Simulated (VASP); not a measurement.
Runs of VASP 6.6.1 on N. The structure is that of space group P-3m1 (No. 164), or close to it. The cells are those of the table. 

| cell | gap on the mesh (eV) | pressure (GPa) | largest force (eV/Å) |
| --- | --- | --- | --- |
| a = 3.527, b = 3.527, c = 14.851 Å, angles 90.0, 90.0, 60.0°, 8 atoms | 6.58 | (c) | 1.53 |
| a = 3.527, b = 3.527, c = 13.951 Å, angles 90.0, 90.0, 60.0°, 8 atoms | 6.46 | 2.1 | (b) |
| a = 3.527, b = 3.527, c = 14.351 Å, angles 90.0, 90.0, 60.0°, 8 atoms | 6.54 | 2.1 | 1.55 |
| a = 3.527, b = 3.527, c = 13.351 Å, angles 90.0, 90.0, 60.0°, 8 atoms | 6.17 | 2.5 | 1.57 |
| a = 3.527, b = 3.527, c = 15.651 Å, angles 90.0, 90.0, 60.0°, 8 atoms | 6.61 | 1.9 | 1.53 |
| a = 3.527, b = 3.527, c = 16.851 Å, angles 90.0, 90.0, 60.0°, 8 atoms | (a) | 1.8 | 1.53 |

Alike in all rows: task single point; level LDA; potentials or basis VASP PAW LDA potentials, release 64 (N); no spin polarisation; k mesh 7 × 7 × 2; cutoff (eV) 520; smearing gaussian 0.05 eV.

Question: Fill in the values left out.

Answer: (a) 6.62; (b) 1.56; (c) 2.0.

Caveats: the standard files for N, O and F lose accuracy on very short bonds; forces of over 1 eV/Å act on the atoms, so gaps and moduli don't describe the material at rest.

A k mesh can miss the band edges.
